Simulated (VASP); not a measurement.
A run of VASP 6.6.1 is set up as follows.

Contents of INCAR:

```
SYSTEM = NiSb
PREC     = Accurate       ! precision mode
ENCUT    = 520            ! plane-wave cutoff, eV
EDIFF    = 1E-6           ! SCF threshold, eV
ISMEAR   = -1             ! smearing method
SIGMA    = 0.1            ! smearing width, eV
LREAL    = .FALSE.        ! projectors in reciprocal space
LASPH    = .TRUE.         ! aspherical terms in the spheres
NELM     = 60             ! most SCF steps
ALGO     = Normal         ! electronic algorithm
ISIF     = 2              ! what is computed and relaxed
LWAVE    = .FALSE.        ! write WAVECAR
LCHARG   = .TRUE.         ! write CHGCAR
GGA      = PE             ! functional
LELF     = .TRUE.         ! ELF
LVHAR    = .TRUE.       
NBANDS   = 23             ! bands
```

The input KPOINTS:

```
Automatic mesh
0
G
  2 2 2
  0 0 0
```

File POSCAR:

```
NiSb
1.0
    3.9399999606      0.0000000000      0.0000000000
   -1.9699999803      3.4121400568      0.0000000000
    0.0000000000      0.0000000000      5.1400000000
Ni Sb
2 2
Direct
    0.0000000000      0.0000000000      0.0000000000
    0.0000000000      0.0000000000      0.5000000000
    0.3333333333      0.6666666667      0.2500000000
    0.6666666667      0.3333333333      0.7500000000
```

Potentials or basis: VASP PAW PBE potentials, release 64 (Ni, Sb).

Command:

```bash
$ cat potpaw_PBE.64/Ni/POTCAR potpaw_PBE.64/Sb/POTCAR > POTCAR
$ mpirun -np 1 vasp_std > vasp.out
```

(1) What does it give for the pressure?

(2) Estimate the band gap on the k mesh.

Results:

(1) 5.0 GPa.

(2) zero (bands 15 and 16 overlap by 2.42 eV).

Caveat: the k points lie up to 0.92 Å⁻¹ apart, too coarse for converged energies and pressures of a metal; spin-orbit coupling is left out, which moves the levels of the heavy elements.
